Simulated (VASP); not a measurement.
# CoSi2 (fluorite type) (Fm-3m) in VASP: notebook

The runs below take CoSi2 (fluorite type) through single point, relaxation of cell and atoms, with r2SCAN.

All numbers are computed with VASP 6.6.1; they aren't measurements. Logs are shortened: lines on timing, memory, paths and dates and some standing lists are left out, and cuts for length are marked.

### 1 The cell of the first run

Symmetry: Fm-3m, No. 225, cubic system. Conventional cell: a = 5.314 Å, b = 5.314 Å, c = 5.314 Å, α = 90.00°, β = 90.00°, γ = 90.00°. Co (site symmetry m-3m) has 8 Si at 2.30 Å within 3.0 Å. Si (site symmetry -43m) has 4 Co at 2.30 Å and 6 Si at 2.66 Å within 3.0 Å.

### 2 Single point, r2SCAN (12.51 Å³/atom)

File POSCAR:

```
CoSi2
1.0
    0.0000000000      2.6572039227      2.6572039227
    2.6572039227      0.0000000000      2.6572039227
    2.6572039227      2.6572039227      0.0000000000
Co Si
1 2
Direct
    0.0000000000      0.0000000000      0.0000000000
    0.2500000000      0.2500000000      0.2500000000
    0.7500000000      0.7500000000      0.7500000000
```

File INCAR.step1:

```
SYSTEM = CoSi2
  PREC = Accurate
  ENCUT = 520
  ISMEAR = -1
  SIGMA = 0.05
  LREAL = .False.
  LASPH = .True.
  NELM = 100
  NBANDS = 16
  GGA = PE
  ALGO = Normal
  EDIFF = 1E-4
  LWAVE = .True.
  LCHARG = .False.
```

File INCAR.step2:

```
SYSTEM = CoSi2
  PREC = Accurate
  ENCUT = 520
  EDIFF = 1E-6
  ISMEAR = -1
  SIGMA = 0.05
  LREAL = .False.
  LASPH = .True.
  NELM = 100
  ALGO = Normal
  ISIF = 2
  LWAVE = .False.
  LCHARG = .False.
  METAGGA = R2SCAN
  LMIXTAU = .True.
  NBANDS = 16
  ISTART = 1
```

File KPOINTS:

```
Automatic mesh
0
Gamma
  11 11 11
  0 0 0
```

Potentials or basis: VASP PAW PBE potentials, release 64 (Co, Si).

The run is started by

```console
> cat potpaw_PBE.64/Co/POTCAR potpaw_PBE.64/Si/POTCAR > POTCAR
> cp INCAR.step1 INCAR
> mpirun -np 1 vasp_std > vasp.out
> cp INCAR.step2 INCAR
> mpirun -np 1 vasp_std > vasp.out
```

OUTCAR:

```text
SYSTEM = CoSi2
   PREC = Accurate
   ENCUT = 520
   EDIFF = 1E-6
   ISMEAR = -1
   LREAL = .False.
   LASPH = .True.
   NELM = 100
   ISIF = 2
   METAGGA = R2SCAN
   ISTART = 1

 ion  position               nearest neighbor table
   1  0.000  0.000  0.000-   3 2.30   3 2.30   3 2.30   2 2.30   3 2.30   2 2.30   2 2.30   2 2.30

   2  0.250  0.250  0.250-   1 2.30   1 2.30   1 2.30   1 2.30   3 2.66   3 2.66   3 2.66   3 2.66
                             3 2.66   3 2.66
   3  0.750  0.750  0.750-   1 2.30   1 2.30   1 2.30   1 2.30   2 2.66   2 2.66   2 2.66   2 2.66
                             2 2.66   2 2.66

  LATTYP: Found a face centered cubic cell.
 ALAT       =     5.3144078454

  Lattice vectors:

 A1 = (   0.0000000000,   2.6572039227,   2.6572039227)
 A2 = (   2.6572039227,   0.0000000000,   2.6572039227)
 A3 = (   2.6572039227,   2.6572039227,   0.0000000000)

Analysis of symmetry for initial positions (statically):
=====================================================================
 Subroutine PRICEL returns:
 Original cell was already a primitive cell.

 Routine SETGRP: Setting up the symmetry group for a
 face centered cubic supercell.

 Subroutine GETGRP returns: Found 48 space group operations
 (whereof 48 operations were pure point group operations)
 out of a pool of 48 trial point group operations.

The static configuration has the point symmetry O_h .

Analysis of symmetry for dynamics (positions and initial velocities):
=====================================================================
 Subroutine PRICEL returns:
 Original cell was already a primitive cell.

 Routine SETGRP: Setting up the symmetry group for a
 face centered cubic supercell.

 Subroutine GETGRP returns: Found 48 space group operations
 (whereof 48 operations were pure point group operations)
 out of a pool of 48 trial point group operations.

The dynamic configuration has the point symmetry O_h .

 Subroutine INISYM returns: Found 48 space group operations
 (whereof 48 operations are pure point group operations),
 and found     1 'primitive' translations

----------------------------------------------------------------------------------------

                                     Primitive cell

  volume of cell :      37.5236

  direct lattice vectors                    reciprocal lattice vectors
     0.000000000  2.657203923  2.657203923    -0.188167719  0.188167719  0.188167719
     2.657203923  0.000000000  2.657203923     0.188167719 -0.188167719  0.188167719
     2.657203923  2.657203923  0.000000000     0.188167719  0.188167719 -0.188167719

  length of vectors
     3.757853825  3.757853825  3.757853825     0.325916049  0.325916049  0.325916049

  position of ions in fractional coordinates (direct lattice)
     0.000000000  0.000000000  0.000000000
     0.250000000  0.250000000  0.250000000
     0.750000000  0.750000000  0.750000000

  ion indices of the primitive-cell ions
   primitive index   ion index
                 1           1
                 2           2
                 3           3

----------------------------------------------------------------------------------------

 KPOINTS: Automatic mesh

Automatic generation of k-mesh.
 Grid dimensions read from file:
 generate k-points for:   11   11   11

 Generating k-lattice:

  Cartesian coordinates                     Fractional coordinates (reciprocal lattice)
    -0.017106156  0.017106156  0.017106156     0.090909091  0.000000000  0.000000000
     0.017106156 -0.017106156  0.017106156     0.000000000  0.090909091  0.000000000
     0.017106156  0.017106156 -0.017106156     0.000000000  0.000000000  0.090909091

  Length of vectors
     0.029628732  0.029628732  0.029628732

  Shift w.r.t. Gamma in fractional coordinates (k-lattice)
     0.000000000  0.000000000  0.000000000

 Subroutine IBZKPT returns following result:
 ===========================================

 Found     56 irreducible k-points:

 Following reciprocal coordinates:
            Coordinates               Weight
  0.000000  0.000000  0.000000      1.000000
  0.090909  0.000000  0.000000      8.000000
  0.181818  0.000000  0.000000      8.000000
  0.272727  0.000000  0.000000      8.000000
  0.363636  0.000000  0.000000      8.000000
  0.454545  0.000000  0.000000      8.000000
[... 16 lines left out ...]
 -0.272727  0.181818  0.000000     24.000000
 -0.181818  0.181818  0.000000     12.000000
 [... further k-points ...]
   k-points           NKPTS =     56   k-points in BZ     NKDIM =     56   number of bands    NBANDS=     16
   number of dos      NEDOS =    301   number of ions     NIONS =      3
   total plane-waves  NPLWV =  21952
   dimension x,y,z NGX =    28 NGY =   28 NGZ =   28
   dimension x,y,z NGXF=    56 NGYF=   56 NGZF=   56
   ions per type =               1   2
   NGX,Y,Z   is equivalent  to a cutoff of  12.39, 12.39, 12.39 a.u.
   NGXF,Y,Z  is equivalent  to a cutoff of  24.77, 24.77, 24.77 a.u.
 SYSTEM =  CoSi2
   PREC   = accura    normal or accurate (medium, high low for compatibility)
   ISTART =      1    job   : 0-new  1-cont  2-samecut
   ICHARG =      0    charge: 1-file 2-atom 10-const
   ISPIN  =      1    spin polarized calculation?
   LNONCOLLINEAR =      F non collinear calculations
   LSORBIT =      F    spin-orbit coupling
   LASPH  =      T    aspherical Exc in radial PAW
   ENCUT  =  520.0 eV  38.22 Ry    6.18 a.u.   6.99  6.99  6.99*2*pi/ulx,y,z
   NELM   =    100;   NELMIN=  2; NELMDL=  0     # of ELM steps
   EDIFF  = 0.1E-05   stopping-criterion for ELM
   LREAL  =      F    real-space projection
[... 7 lines left out ...]
   TEBEG  =    0.0;   TEEND  =   0.0 temperature during run
   PSTRESS=    0.0 pullay stress
   NELECT =      17.0000    total number of electrons
   NUPDOWN=      -1.0000    fix difference up-down
   EMIN   =  10.00;   EMAX   =-10.00  energy-range for DOS
   EFERMI =   0.00;   METHOD = LEGACY
   ISMEAR =    -1;   SIGMA  =   0.05  broadening in eV -4-tet -1-fermi 0-gaus
   EFERMI_NEDOS =   21; number of points for ismear=-14 and -15
   IALGO  =     38    algorithm
   IMIX   =      4    mixing-type and parameters
     AMIX     =   0.40;   BMIX     =  1.00
     AMIX_MAG =   1.60;   BMIX_MAG =  1.00
  volume/ion in A,a.u.               =      12.51        84.41
  Fermi-wavevector in a.u.,A,eV,Ry     =   1.257350  2.376047 21.509852  1.580930
  Thomas-Fermi vector in A             =   2.391013
   LORBIT       =      0    0 simple, 1 ext, 2 COOP (PROOUT), +10 PAW based schemes
   METAGGA = R2SCAN    functional components
   LHFCALC =     F    Hartree Fock is set to
   AEXX    =    0.0000 exact exchange contribution
   IVDW    =     0    specifies the selected vdW correction
   LEPSILON=     F    determine dielectric tensor
   LRPA    =     F    only Hartree local field effects (RPA)
 non-spin polarized calculation
  energy-cutoff  :      520.00
  volume of cell :       37.52
 maximum number of plane-waves:      1026
   NGX = 13   NGY = 13   NGZ = 13

 number of electron      17.0000005 magnetization

 Free energy of the ion-electron system (eV)
  ---------------------------------------------------
  ext. energy  EPLUGINS =         0.00000000
  ---------------------------------------------------
  free energy    TOTEN  =       -32.01409692 eV

  energy without entropy =      -32.00653919  energy(sigma->0) =      -32.01031805

 E-fermi :  10.3170     XC(G=0): -12.6595

 val. band max:       10.2823304812   @ k =   0.2727   0.1818   0.0000
 cond. band min:      10.3402332687   @ k =   0.3636   0.1818   0.0000
 fundamental gap:      0.0579027875
 Fermi energy:        10.3169831048

 k-point     1 :       0.0000    0.0000    0.0000
  band No.  band energies     occupation
      1      -3.6583      2.00000
      2       5.9491      2.00000
      3       5.9491      2.00000
      4       5.9491      2.00000
      5       8.2200      2.00000
      6       8.2200      2.00000
[... 8 lines left out ...]
     15      16.5723      0.00000
     16      16.5723      0.00000

 k-point     2 :       0.0909    0.0000    0.0000
  band No.  band energies     occupation
      1      -3.5236      2.00000
      2       5.6430      2.00000
      3       5.9974      2.00000
      4       5.9974      2.00000
      5       8.1811      2.00000
      6       8.1811      2.00000
[... 8 lines left out ...]
     15      16.1049      0.00000
     16      16.3474      0.00000

 k-point     3 :       0.1818    0.0000    0.0000
  band No.  band energies     occupation
      1      -3.1227      2.00000
      2       4.8158      2.00000
      3       6.1273      2.00000
      4       6.1273      2.00000
      5       8.1030      2.00000
      6       8.1030      2.00000
[... 8 lines left out ...]
     15      16.4614      0.00000
     16      17.4013      0.00000

 k-point     4 :       0.2727    0.0000    0.0000
  band No.  band energies     occupation
      1      -2.4653      2.00000
      2       3.6356      2.00000
      3       6.2901      2.00000
      4       6.2901      2.00000
      5       8.0851      2.00000
      6       8.0851      2.00000
[... 8 lines left out ...]
     15      17.8036      0.00000
     16      18.8610      0.00000
[... 324 lines left out ...]
 k-point    22 :      -0.3636    0.1818    0.0000
  band No.  band energies     occupation
      1      -0.4220      2.00000
      2       1.6778      2.00000
      3       5.2830      2.00000
      4       6.7590      2.00000
      5       7.3593      2.00000
      6       7.7948      2.00000
[... 8 lines left out ...]
     15      19.6808      0.00000
     16      20.4770      0.00000

 k-point    23 :      -0.2727    0.1818    0.0000
  band No.  band energies     occupation
      1      -1.4381      2.00000
      2       2.8823      2.00000
      3       5.2855      2.00000
      4       6.8802      2.00000
      5       7.4585      2.00000
      6       7.9694      2.00000
[... 8 lines left out ...]
     15      18.3747      0.00000
     16      21.5537      0.00000

 k-point    24 :      -0.1818    0.1818    0.0000
  band No.  band energies     occupation
      1      -2.2468      2.00000
      2       3.8280      2.00000
      3       5.5485      2.00000
      4       6.6523      2.00000
      5       7.5699      2.00000
      6       8.3649      2.00000
[... 8 lines left out ...]
     15      18.0705      0.00000
     16      20.8810      0.00000

 [... further k-points ...]

------------------------ aborting loop because EDIFF is reached ----------------------------------------

  FORCE on cell =-STRESS in cart. coord.  units (eV):
  Direction    XX          YY          ZZ          XY          YZ          ZX
  --------------------------------------------------------------------------------------
  -------------------------------------------------------------------------------------
  Total       -0.0156731     -0.0156731     -0.0156731     -0.0000000     -0.0000000      0.0000000
  in kB       -0.6692079     -0.6692079     -0.6692079     -0.0000000     -0.0000000      0.0000000
  external PRESSURE =      -0.6692079 kB  Pullay stress =       0.0000000 kB

 VOLUME and BASIS-vectors are now :
 -----------------------------------------------------------------------------
  energy-cutoff  :      520.00
  volume of cell :       37.52
      direct lattice vectors                 reciprocal lattice vectors
     0.000000000  2.657203923  2.657203923    -0.188167719  0.188167719  0.188167719
     2.657203923  0.000000000  2.657203923     0.188167719 -0.188167719  0.188167719
     2.657203923  2.657203923  0.000000000     0.188167719  0.188167719 -0.188167719

 POSITION                                       TOTAL-FORCE (eV/Angst)
 -----------------------------------------------------------------------------------
      0.00000      0.00000      0.00000         0.000000     -0.000000     -0.000000
      1.32860      1.32860      1.32860         0.000000     -0.000000     -0.000000
      3.98581      3.98581      3.98581        -0.000000      0.000000      0.000000
 -----------------------------------------------------------------------------------
    total drift:                               -0.000000     -0.000000      0.000000

  FREE ENERGIE OF THE ION-ELECTRON SYSTEM (eV)
  ---------------------------------------------------
  free  energy   TOTEN  =       -32.0140969197 eV

  energy  without entropy=      -32.0065391895  energy(sigma->0) =      -32.01031805
```

Run time: 3.3 min. Hardware: 1 thread of Intel Xeon 8259CL, shared host; peak memory 0.18 GiB.

Results:

```
Free energy            : -32.0141 eV
Pressure               : -0.1 GPa
Band gap on the k mesh : zero (an odd number of electrons rules out a gap without spin polarisation)
```

Caveat: the PAW data sets were made with another functional, which shifts forces and pressure a little; the run has no spin polarisation, though such a crystal can be magnetic.

### 3 Relaxation of cell and atoms, r2SCAN

This run uses another cell than the first one, of 12.36 Å³/atom.

File POSCAR:

```
CoSi2
1.0
    0.0000000000      2.6470344660      2.6470344660
    2.6470344660      0.0000000000      2.6470344660
    2.6470344660      2.6470344660      0.0000000000
Co Si
1 2
Direct
    0.0000000000      0.0000000000      0.0000000000
    0.2500000000      0.2500000000      0.2500000000
    0.7500000000      0.7500000000      0.7500000000
```

File INCAR.step1:

```
  PREC = Accurate
  ENCUT = 600
  ISMEAR = -1
  SIGMA = 0.05
  LREAL = F
  LASPH = T
  NELM = 100
  GGA = PE
  ALGO = Normal
  EDIFF = 1E-4
  LWAVE = T
  LCHARG = F
```

File INCAR.step2:

```
  PREC = Accurate
  ENCUT = 600
  EDIFF = 1E-6
  ISMEAR = -1
  SIGMA = 0.05
  LREAL = F
  LASPH = T
  NELM = 100
  ALGO = Normal
  ISIF = 3
  LWAVE = F
  LCHARG = F
  METAGGA = R2SCAN
  LMIXTAU = T
  IBRION = 2
  NSW = 60
  EDIFFG = -0.005
  ISTART = 1
```

File KPOINTS:

```
regular mesh
0
Gamma
  11 11 11
```

Potentials or basis: VASP PAW PBE potentials, release 64 (Co, Si).

The run is started by

```console
> cat potpaw_PBE.64/Co/POTCAR potpaw_PBE.64/Si/POTCAR > POTCAR
> cp INCAR.step1 INCAR
> mpirun -np 1 vasp_std > vasp.out
> cp INCAR.step2 INCAR
> mpirun -np 1 vasp_std > vasp.out
```

Wall time 9.2 min (1 thread of Intel Xeon 8259CL, shared host); peak memory 0.2 GiB.

Results (log left out):

* Free energy: -32.0139 eV
* Relaxed volume: 12.50 Å³/atom
* Relaxed cell: a = 3.757 Å, b = 3.757 Å, c = 3.757 Å, α = 60.00°, β = 60.00°, γ = 60.00°
* Space group after relaxing (to 0.1 Å): Fm-3m (No. 225)
* Energy gained by relaxing: 0.9 meV/atom
* Ionic steps: 3
* Pressure after relaxing: 0.0 GPa
* Band gap on the k mesh: zero (an odd number of electrons rules out a gap without spin polarisation)

Step by step:
| step | energy change (eV) | largest force (eV/Å) | pressure (GPa) | volume (Å³) |
| --- | --- | --- | --- | --- |
| 1 | 0.0000 | 0.0000 | 2.23 | 37.09 |
| 2 | 0.0017 | 0.0000 | -2.69 | 38.03 |
| 3 | -0.0028 | 0.0000 | 0.01 | 37.50 |

Final structure:
```
Co Si
1.0
     0.00000    2.65664    2.65664
     2.65664    0.00000    2.65664
     2.65664    2.65664    0.00000
Co Si
1 2
Direct
  0.00000 0.00000 0.00000
  0.25000 0.25000 0.25000
  0.75000 0.75000 0.75000
```

Levels at points of the mesh, in eV from the Fermi level:
| k point | band 6 | band 7 | band 8 | band 9 | band 10 | band 11 | band 12 |
| --- | --- | --- | --- | --- | --- | --- | --- |
| (0.00, 0.00, 0.00) | -2.10 | 1.51 | 3.60 | 3.60 | 3.72 | 3.72 | 3.72 |

Caveat: the PAW data sets were made with another functional, which shifts forces and pressure a little; the run has no spin polarisation, though such a crystal can be magnetic.

The gap in the log of VASP goes by the Fermi energy; the results here count the filled bands.